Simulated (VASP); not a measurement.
# LiCl (Pm-3m) in VASP: settings compared

Aim: see how the results for LiCl move with the level of theory and the settings. Levels: HSE06, LDA, PBE, PBEsol+D3(BJ). Tasks: single point.

All numbers are computed with VASP 6.6.1; they aren't measurements. Logs are shortened: lines on timing, memory, paths and dates and some standing lists are left out, and cuts for length are marked.

### Step 1. The cell of the first run

The structure is cubic, space group Pm-3m (No. 221). Conventional cell: a = 3.271 Å, b = 3.271 Å, c = 3.271 Å, α = 90.00°, β = 90.00°, γ = 90.00°. Within 3.7 Å of Li (site symmetry m-3m) lie 8 Cl at 2.83 Å and 6 Li at 3.27 Å. Cl (site symmetry m-3m) has 8 Li at 2.83 Å and 6 Cl at 3.27 Å within 3.7 Å.

### Step 2. Single point, HSE06

Input file POSCAR:

```
LiCl
1.0
    3.2711235777      0.0000000000      0.0000000000
    0.0000000000      3.2711235777      0.0000000000
    0.0000000000      0.0000000000      3.2711235777
Li Cl
1 1
Direct
    0.0000000000      0.0000000000      0.0000000000
    0.5000000000      0.5000000000      0.5000000000
```

Input file INCAR.step1:

```
SYSTEM = LiCl
  PREC = Accurate
  ENCUT = 520
  EDIFF = 1E-5
  ISMEAR = 1
  SIGMA = 0.2
  LREAL = .False.
  LASPH = .True.
  NELM = 80
  ALGO = Normal
  ISIF = 2
  LWAVE = .True.
  LCHARG = .False.
  GGA = PE
  NBANDS = 12
```

Input file INCAR.step2:

```
SYSTEM = LiCl
  PREC = Accurate
  ENCUT = 520
  EDIFF = 1E-6
  ISMEAR = 1
  SIGMA = 0.2
  LREAL = .False.
  LASPH = .True.
  NELM = 80
  ALGO = Normal
  ISIF = 2
  LWAVE = .False.
  LCHARG = .False.
  GGA = PE
  LHFCALC = .True.
  HFSCREEN = 0.2079
  PRECFOCK = Normal
  ISTART = 1
  NBANDS = 12
```

Input file KPOINTS:

```
regular mesh
0
Gamma
  4 4 4
  0 0 0
```

Potentials or basis: VASP PAW PBE potentials, release 64 (Li_sv, Cl).

Started as:

```bash
$ cat potpaw_PBE.64/Li_sv/POTCAR potpaw_PBE.64/Cl/POTCAR > POTCAR
$ cp INCAR.step1 INCAR
$ mpirun -np 1 vasp_std > vasp.out
$ cp INCAR.step2 INCAR
$ mpirun -np 1 vasp_std > vasp.out
```

OUTCAR:

```text
SYSTEM = LiCl
   PREC = Accurate
   ENCUT = 520
   EDIFF = 1E-6
   ISMEAR = 1
   LREAL = .False.
   LASPH = .True.
   NELM = 80
   ISIF = 2
   GGA = PE
   LHFCALC = .True.
   HFSCREEN = 0.2079
   PRECFOCK = Normal
   ISTART = 1

 ion  position               nearest neighbor table
   1  0.000  0.000  0.000-
   2  0.500  0.500  0.500-

  LATTYP: Found a simple cubic cell.
 ALAT       =     3.2711235777

  Lattice vectors:

 A1 = (   3.2711235777,   0.0000000000,   0.0000000000)
 A2 = (   0.0000000000,   3.2711235777,   0.0000000000)
 A3 = (   0.0000000000,   0.0000000000,   3.2711235777)

Analysis of symmetry for initial positions (statically):
=====================================================================
 Subroutine PRICEL returns:
 Original cell was already a primitive cell.

 Routine SETGRP: Setting up the symmetry group for a
 simple cubic supercell.

 Subroutine GETGRP returns: Found 48 space group operations
 (whereof 48 operations were pure point group operations)
 out of a pool of 48 trial point group operations.

The static configuration has the point symmetry O_h .

Analysis of symmetry for dynamics (positions and initial velocities):
=====================================================================
 Subroutine PRICEL returns:
 Original cell was already a primitive cell.

 Routine SETGRP: Setting up the symmetry group for a
 simple cubic supercell.

 Subroutine GETGRP returns: Found 48 space group operations
 (whereof 48 operations were pure point group operations)
 out of a pool of 48 trial point group operations.

The dynamic configuration has the point symmetry O_h .

 Subroutine INISYM returns: Found 48 space group operations
 (whereof 48 operations are pure point group operations),
 and found     1 'primitive' translations

----------------------------------------------------------------------------------------

                                     Primitive cell

  volume of cell :      35.0018

  direct lattice vectors                    reciprocal lattice vectors
     3.271123578  0.000000000  0.000000000     0.305705357  0.000000000  0.000000000
     0.000000000  3.271123578  0.000000000     0.000000000  0.305705357  0.000000000
     0.000000000  0.000000000  3.271123578     0.000000000  0.000000000  0.305705357

  length of vectors
     3.271123578  3.271123578  3.271123578     0.305705357  0.305705357  0.305705357

  position of ions in fractional coordinates (direct lattice)
     0.000000000  0.000000000  0.000000000
     0.500000000  0.500000000  0.500000000

  ion indices of the primitive-cell ions
   primitive index   ion index
                 1           1
                 2           2

----------------------------------------------------------------------------------------

 KPOINTS: regular mesh

Automatic generation of k-mesh.
 Grid dimensions read from file:
 generate k-points for:    4    4    4

 Generating k-lattice:

  Cartesian coordinates                     Fractional coordinates (reciprocal lattice)
     0.076426339  0.000000000  0.000000000     0.250000000  0.000000000  0.000000000
     0.000000000  0.076426339  0.000000000     0.000000000  0.250000000  0.000000000
     0.000000000  0.000000000  0.076426339     0.000000000  0.000000000  0.250000000

  Length of vectors
     0.076426339  0.076426339  0.076426339

  Shift w.r.t. Gamma in fractional coordinates (k-lattice)
     0.000000000  0.000000000  0.000000000

 Subroutine IBZKPT returns following result:
 ===========================================

 Found     10 irreducible k-points:

 Following reciprocal coordinates:
            Coordinates               Weight
  0.000000  0.000000  0.000000      1.000000
  0.250000  0.000000  0.000000      6.000000
  0.500000  0.000000  0.000000      3.000000
  0.250000  0.250000  0.000000     12.000000
  0.500000  0.250000  0.000000     12.000000
  0.500000  0.500000  0.000000      3.000000
  0.250000  0.250000  0.250000      8.000000
  0.500000  0.250000  0.250000     12.000000
  0.500000  0.500000  0.250000      6.000000
  0.500000  0.500000  0.500000      1.000000
   k-points           NKPTS =     10   k-points in BZ     NKDIM =     64   number of bands    NBANDS=     12
   number of dos      NEDOS =    301   number of ions     NIONS =      2
   total plane-waves  NPLWV =  13824
   dimension x,y,z NGX =    24 NGY =   24 NGZ =   24
   dimension x,y,z NGXF=    48 NGYF=   48 NGZF=   48
   ions per type =               1   1
   NGX,Y,Z   is equivalent  to a cutoff of  12.20, 12.20, 12.20 a.u.
   NGXF,Y,Z  is equivalent  to a cutoff of  24.39, 24.39, 24.39 a.u.
 SYSTEM =  LiCl
   PREC   = accura    normal or accurate (medium, high low for compatibility)
   ISTART =      1    job   : 0-new  1-cont  2-samecut
   ICHARG =      0    charge: 1-file 2-atom 10-const
   ISPIN  =      1    spin polarized calculation?
   LNONCOLLINEAR =      F non collinear calculations
   LSORBIT =      F    spin-orbit coupling
   LASPH  =      T    aspherical Exc in radial PAW
   ENCUT  =  520.0 eV  38.22 Ry    6.18 a.u.   6.08  6.08  6.08*2*pi/ulx,y,z
   NELM   =     80;   NELMIN=  2; NELMDL=  0     # of ELM steps
   EDIFF  = 0.1E-05   stopping-criterion for ELM
   LREAL  =      F    real-space projection
   EDIFFG = 0.1E-04   stopping-criterion for IOM
   NSW    =      0    number of steps for IOM
   IBRION =     -1    ionic relax: 0-MD 1-quasi-New 2-CG
   NFREE  =      0    steps in history (QN), initial steepest desc. (CG)
   ISIF   =      2    stress and relaxation
   ISYM   =      3    0-nonsym 1-usesym 2-fastsym
   POTIM  = 0.5000    time-step for ionic-motion
   TEBEG  =    0.0;   TEEND  =   0.0 temperature during run
   PSTRESS=    0.0 pullay stress
   NELECT =      10.0000    total number of electrons
   NUPDOWN=      -1.0000    fix difference up-down
   EMIN   =  10.00;   EMAX   =-10.00  energy-range for DOS
   EFERMI =   0.00;   METHOD = LEGACY
   ISMEAR =     1;   SIGMA  =   0.20  broadening in eV -4-tet -1-fermi 0-gaus
   EFERMI_NEDOS =   21; number of points for ismear=-14 and -15
   IALGO  =     38    algorithm
   IMIX   =      1    mixing-type and parameters
     AMIX     =   0.40;   BMIX     =  1.00
     AMIX_MAG =   1.60;   BMIX_MAG =  1.00
  volume/ion in A,a.u.               =      17.50       118.10
  Fermi-wavevector in a.u.,A,eV,Ry     =   1.078230  2.037558 15.817846  1.162579
  Thomas-Fermi vector in A             =   2.214163
   LORBIT       =      0    0 simple, 1 ext, 2 COOP (PROOUT), +10 PAW based schemes
   GGA     = PE    functional components
   LHFCALC =     T    Hartree Fock is set to
   PRECFOCK=normal    Normal, Fast or Accurate (Low or Medium for compatibility)
   ENCUT4O =  -1.0   cutoff for four orbital integrals eV
   NKREDX  =     1    reduce k-point grid by
   NKREDY  =     1    reduce k-point grid by
   NKREDZ  =     1    reduce k-point grid by
   AEXX    =    0.2500 exact exchange contribution
   HFSCREEN=    0.2079 screening length (either q_TF or 0.3 A-1)
   HFSCREENC=   0.2079 screening length for correlation (either q_TF or 0.3 A-1)
   ENCUTFOCK=  -1.0 apply spherical cutoff to Coloumb kernel
   IVDW    =     0    specifies the selected vdW correction
   LEPSILON=     F    determine dielectric tensor
   LRPA    =     F    only Hartree local field effects (RPA)
 non-spin polarized calculation
 Methfessel and Paxton  Order N= 1 SIGMA  =   0.20
  energy-cutoff  :      520.00
  volume of cell :       35.00
 maximum number of plane-waves:       968
  NGX = 20; NGY = 20; NGZ = 20

 number of electron      10.0000013 magnetization

 Free energy of the ion-electron system (eV)
  ---------------------------------------------------
  ext. energy  EPLUGINS =         0.00000000
  ---------------------------------------------------
  free energy    TOTEN  =        -7.84502232 eV

  energy without entropy =       -7.84810473  energy(sigma->0) =       -7.84604979

 E-fermi :   0.8048     XC(G=0):  -7.1636

 val. band max:        0.6959183075   @ k =   0.5000   0.5000   0.0000
 cond. band min:       6.3854437913   @ k =   0.0000   0.0000   0.0000
 fundamental gap:      5.6895254838
 Fermi energy:         0.8048351555

 k-point     1 :       0.0000    0.0000    0.0000
  band No.  band energies     occupation
      1     -47.5081      2.00000
      2     -14.8739      2.00000
      3      -0.1958      2.00000
      4      -0.1958      2.00000
      5      -0.1958      2.00000
      6       6.3854      0.00000
      7      10.6993      0.00000
      8      10.6993      0.00000
      9      15.5158      0.00000
     10      15.5158      0.00000
     11      15.5158      0.00000
     12      19.5184      0.00000

 k-point     2 :       0.2500    0.0000    0.0000
  band No.  band energies     occupation
      1     -47.5068      2.00000
      2     -14.6108      2.00000
      3      -2.1298      2.00000
      4       0.0457      2.00000
      5       0.0457      2.00000
      6       7.3663      0.00000
      7      11.4425      0.00000
      8      11.7357      0.00000
      9      13.7094      0.00000
     10      13.7094      0.00000
     11      16.5942      0.00000
     12      19.5412      0.00000

 k-point     3 :       0.5000    0.0000    0.0000
  band No.  band energies     occupation
      1     -47.5055      2.00000
      2     -14.3160      2.00000
      3      -3.5687      2.00000
      4       0.3104      2.00262
      5       0.3104      2.00262
      6       7.8574      0.00000
      7      11.7255      0.00000
      8      12.3761      0.00000
      9      12.3761      0.00000
     10      12.6969      0.00000
     11      16.6045      0.00000
     12      20.4816      0.00000
[... 76 lines left out ...]
 k-point     9 :       0.5000    0.5000    0.2500
  band No.  band energies     occupation
      1     -47.5015      2.00000
      2     -13.5367      2.00000
      3      -2.4864      2.00000
      4      -2.4864      2.00000
      5      -0.7853      2.00000
      6       7.1224      0.00000
      7       8.9858      0.00000
      8       8.9858      0.00000
      9      14.9157      0.00000
     10      16.0450      0.00000
     11      18.9035      0.00000
     12      18.9035      0.00000

 k-point    10 :       0.5000    0.5000    0.5000
  band No.  band energies     occupation
      1     -47.5004      2.00000
      2     -13.2853      2.00000
      3      -1.9909      2.00000
      4      -1.9909      2.00000
      5      -1.9909      2.00000
      6       7.1142      0.00000
      7       7.1142      0.00000
      8       7.1142      0.00000
      9      14.2479      0.00000
     10      21.1704      0.00000
     11      21.1704      0.00000
     12      21.1704      0.00000

------------------------ aborting loop because EDIFF is reached ----------------------------------------

  FORCE on cell =-STRESS in cart. coord.  units (eV):
  Direction    XX          YY          ZZ          XY          YZ          ZX
  --------------------------------------------------------------------------------------
  -------------------------------------------------------------------------------------
  Total       -0.0177926     -0.0177926     -0.0177926      0.0000000      0.0000000     -0.0000000
  in kB       -0.8144393     -0.8144393     -0.8144393      0.0000000      0.0000000     -0.0000000
  external PRESSURE =      -0.8144393 kB  Pullay stress =       0.0000000 kB

 VOLUME and BASIS-vectors are now :
 -----------------------------------------------------------------------------
  energy-cutoff  :      520.00
  volume of cell :       35.00
      direct lattice vectors                 reciprocal lattice vectors
     3.271123578  0.000000000  0.000000000     0.305705357  0.000000000  0.000000000
     0.000000000  3.271123578  0.000000000     0.000000000  0.305705357  0.000000000
     0.000000000  0.000000000  3.271123578     0.000000000  0.000000000  0.305705357

 POSITION                                       TOTAL-FORCE (eV/Angst)
 -----------------------------------------------------------------------------------
      0.00000      0.00000      0.00000         0.000000      0.000000      0.000000
      1.63556      1.63556      1.63556         0.000000      0.000000      0.000000
 -----------------------------------------------------------------------------------
    total drift:                                0.000000      0.000001      0.000001

  FREE ENERGIE OF THE ION-ELECTRON SYSTEM (eV)
  ---------------------------------------------------
  free  energy   TOTEN  =        -7.8450223158 eV

  energy  without entropy=       -7.8481047280  energy(sigma->0) =       -7.84604979
```

Run time: 82 s. Hardware: 1 thread of Intel Xeon Platinum 8375C at 2.90GHz (Ice Lake), shared host; peak memory 0.23 GiB.

Results:

| Property | Result |
| --- | --- |
| Free energy | -7.8450 eV |
| Band gap on the k mesh | 5.69 eV, indirect (least direct gap 6.43 eV) |

Caveat: the k points lie up to 0.48 Å⁻¹ apart; the cutoff is under 1.25 times the usual one of these potentials, so pressure, stress and relaxed cells hold a basis-set (Pulay) error; the PAW data sets were made with another functional, which shifts forces and pressure a little. A k mesh can miss the band edges.

### Step 3. Single point, LDA

Input file INCAR:

```
SYSTEM = LiCl
PREC = Accurate ; ENCUT = 750
EDIFF = 1E-6 ; ISMEAR = 0
SIGMA = 0.01 ; LREAL = .False.
LASPH = .True. ; NELM = 120
ALGO = Normal ; ISIF = 2
LWAVE = .False. ; LCHARG = .True.
LELF = .True. ; LVHAR = .True.
NBANDS = 12 ; GGA_COMPAT = .False.
```

Input file KPOINTS:

```
Automatic mesh
0
Gamma
  4 4 4
  0 0 0
```

POSCAR is that of step 2.

Potentials or basis: VASP PAW LDA potentials, release 64 (Li_sv, Cl).

Started as:

```bash
$ cat potpaw_LDA.64/Li_sv/POTCAR potpaw_LDA.64/Cl/POTCAR > POTCAR
$ mpirun -np 1 vasp_std > vasp.out
```

Run time: 14 s. Hardware: 1 thread of AMD EPYC 7R13, shared host; peak memory 0.11 GiB.

The run converged. Its results:

- Free energy: -7.4757 eV
- Pressure: -2.6 GPa
- Band gap on the k mesh: 4.14 eV, indirect (least direct gap 4.95 eV)

Levels at points of the mesh, in eV from the valence-band top:
| k point | band 2 | band 3 | band 4 | band 5 | band 6 | band 7 | band 8 | band 9 |
| --- | --- | --- | --- | --- | --- | --- | --- | --- |
| (0.00, 0.00, 0.00) | -14.18 | -0.84 | -0.84 | -0.84 | 4.14 | 8.43 | 8.43 | 12.87 |
| (0.50, 0.00, 0.00) | -13.65 | -4.06 | -0.35 | -0.35 | 5.53 | 9.25 | 9.96 | 9.96 |
| (0.50, 0.50, 0.00) | -13.12 | -3.43 | -3.43 | 0.00 | 4.95 | 9.51 | 9.51 | 10.41 |
| (0.50, 0.50, 0.50) | -12.67 | -2.53 | -2.53 | -2.53 | 4.88 | 4.88 | 4.88 | 11.73 |

Caveat: the k points lie up to 0.48 Å⁻¹ apart.

[end of part 1 of 2]
